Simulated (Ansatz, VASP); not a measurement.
BiTe in VASP and in Ansatz

File INCAR:

```
SYSTEM = BiTe
PREC = Accurate
ENCUT = 520
EDIFF = 1E-6
ISMEAR = 0
SIGMA = 0.15
LREAL = .FALSE.
LASPH = .TRUE.
NELM = 60
ALGO = Normal
ISIF = 2
LWAVE = .FALSE.
LCHARG = .FALSE.
GGA = PE
NBANDS = 18
```

File KPOINTS:

```
Automatic mesh
0
G
  16 16 16
  0 0 0
```

Contents of POSCAR:

```
BiTe
1.0
    0.0000000000      3.2511941619      3.2511941619
    3.2511941619      0.0000000000      3.2511941619
    3.2511941619      3.2511941619      0.0000000000
Bi Te
1 1
Direct
    0.0000000000      0.0000000000      0.0000000000
    0.5000000000      0.5000000000      0.5000000000
```

Input for Ansatz:

```yaml
crystal:
  lattice:
    - [0.0, 3.2511941619, 3.2511941619]
    - [3.2511941619, 0.0, 3.2511941619]
    - [3.2511941619, 3.2511941619, 0.0]
  atoms:
    - { symbol: Bi, position: [0.0, 0.0, 0.0] }
    - { symbol: Te, position: [0.5, 0.5, 0.5] }
basis:
  ecutwfc: 420
kpoints:
  mp_grid: { grid: [16, 16, 16] }
hamiltonian:
  xc: pbe
scf:
  occupations: { method: gaussian, width: 0.15 }
output:
  forces: true
  stress: true
  eigenvalues: true
```

Alike in both runs: task single point; functional PBE; k mesh 16 × 16 × 16; occupations gaussian, width 0.15 eV; no spin polarisation.

|  | VASP | Ansatz |
| --- | --- | --- |
| version | VASP 6.6.1 | Ansatz 0.2.0 |
| potentials or method | VASP PAW PBE potentials, release 64 (Bi_d, Te), cutoff 520 eV | scalar-relativistic, plane waves, PAW |
| valence electrons in the cell | 21 | 31 |

```csv
,VASP,Ansatz,Ansatz less VASP
gap on the k mesh at the Fermi level (eV),none,none,-
pressure (GPa),0.0,0.0,+0.08
```

A gap of «none» marks a metal or a gap that the smearing closes. VASP's potentials hold 21 valence electrons a cell and Ansatz's 31, so a difference there can come from the potentials and not from the codes.

Spin-orbit coupling is off throughout.
